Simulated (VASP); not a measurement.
# LiF: single point with PBE

Crystal: LiF.

```
Li F
1.0
     3.14039    0.00000    0.00000
    -1.57019    2.71966    0.00000
     0.00000    0.00000    8.28903
Li F
3 3
Cartesian
  -0.7900 2.2692 5.5260
  0.0000 0.9009 2.7630
  0.7900 2.2692 0.0000
  2.3581 0.4516 5.5260
  1.5702 1.8164 2.7630
  0.7823 0.4516 0.0000
```

The cell was generated, and may not be a known phase.

```json
{
  "Program": "VASP 6.6.1",
  "Task": "single point",
  "Functional": "PBE",
  "Potentials or basis": "VASP PAW PBE potentials, release 64 (Li_sv, F)",
  "Cutoff": "520 eV",
  "k mesh": "6 × 6 × 4",
  "Occupations": "gaussian, width 0.1 eV",
  "Spin": "no spin polarisation",
  "Dipole correction": "no",
  "Further INCAR settings": "ALGO = Normal; EDIFF = 1e-07; NBANDS = 24"
}
```

- Band gap on the k mesh: 6.73 eV (least direct gap 6.74 eV)

Forces on the atoms (eV/Å):
```
Li   0.002 -0.001  0.000
Li   0.000  0.002  0.000
Li  -0.002 -0.001  0.000
F   -0.002  0.001  0.000
F    0.000 -0.002  0.000
F    0.002  0.001  0.000
```

Levels at points of the mesh, in eV from the valence-band top:
```
           k point  band 13  band 14  band 15  band 16  band 17  band 18
(0.00, 0.00, 0.00)    -0.45    -0.45    -0.01     6.73     9.04     9.04
(0.50, 0.00, 0.00)    -0.61    -0.34    -0.17    10.20    10.99    11.13
(0.00, 0.00, 0.50)    -0.46    -0.46    -0.42     7.48     7.48    10.09
(0.50, 0.00, 0.50)    -0.70    -0.37    -0.09    10.39    10.77    10.85
```

Wall time 48 s on 1 thread of Oxide Virtual Turin-like Processor (shared host), peak memory 0.14 GiB.

 A k mesh can miss the band edges.
